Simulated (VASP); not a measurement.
A run of VASP 6.6.1 is set up as follows.

The input INCAR:

```
ALGO     = Normal         # electronic algorithm
EDIFF    = 1E-6           # SCF threshold, eV
ENCUT    = 520            # plane-wave cutoff, eV
GGA      = CA             # functional
ISIF     = 2              # what is computed and relaxed
ISMEAR   = -1             # smearing method
LASPH    = True           # aspherical terms in the spheres
LCHARG   = False          # write CHGCAR
LREAL    = Auto         
LWAVE    = False          # write WAVECAR
NBANDS   = 48             # bands
NELM     = 60             # most SCF steps
PREC     = Accurate       # precision mode
SIGMA    = 0.05           # smearing width, eV
```

File KPOINTS:

```
k-points
0
Gamma
  1 1 1
```

POSCAR

```
KH13O7
1.0
    6.0662080000      0.0000000000      0.0000000000
    0.0000000000      6.0662080000      0.0000000000
    0.0000000000      0.0000000000      6.0662080000
O H K
7 13 1
Direct
    0.1499289177      0.6361799661      0.0181991781
    0.9033814864      0.5262760525      0.6157883145
    0.3380200613     -0.0032969526      0.0328706170
    0.9538578301      0.0622629491      0.3007809821
    0.4887732171      0.6379273510      0.4962078452
    1.1771109728      0.1299329004      0.6656382373
    0.3494934562      0.3653682828      0.2671520660
    0.2266819733      0.8037310953      0.0725494411
    0.2005865938      0.4921525935      0.1004251750
    0.7517876077      0.5829012128      0.5913414113
    0.9727658531      0.5921161952      0.7390284013
    0.3630769008      0.1151295834      0.1464506328
    0.2870986290      0.0549272297     -0.1210476133
    0.9463902326     -0.0657742036      0.1948663811
    1.0902527576      0.1212948847      0.2512772394
    0.4676727208      0.7777016548      0.4400277735
    0.3892711889      0.5352107940      0.4189932162
    1.0892471870      0.0408986965      0.5951329068
    1.0991545295      0.2590580475      0.6839198392
    0.3127654047      0.3019678850      0.4071736413
    0.7518040924      0.4298731596      0.1574294848
```

Potentials or basis: VASP PAW LDA potentials, release 64 (O, H, K_sv).

Command:

```bash
$ cat potpaw_LDA.64/O/POTCAR potpaw_LDA.64/H/POTCAR potpaw_LDA.64/K_sv/POTCAR > POTCAR
$ mpirun -np 1 vasp_gam > vasp.out
```

Predict the pressure.

3.5 GPa.

Estimate the largest force.

8.122 eV/Å.

Predict the band gap on the k mesh.

3.59 eV.

Stress tensor (GPa, compression positive):
```
3.74 2.65 1.47
2.65 5.11 2.35
1.47 2.35 1.73
```

Caveat: the k points lie up to 1.04 Å⁻¹ apart.
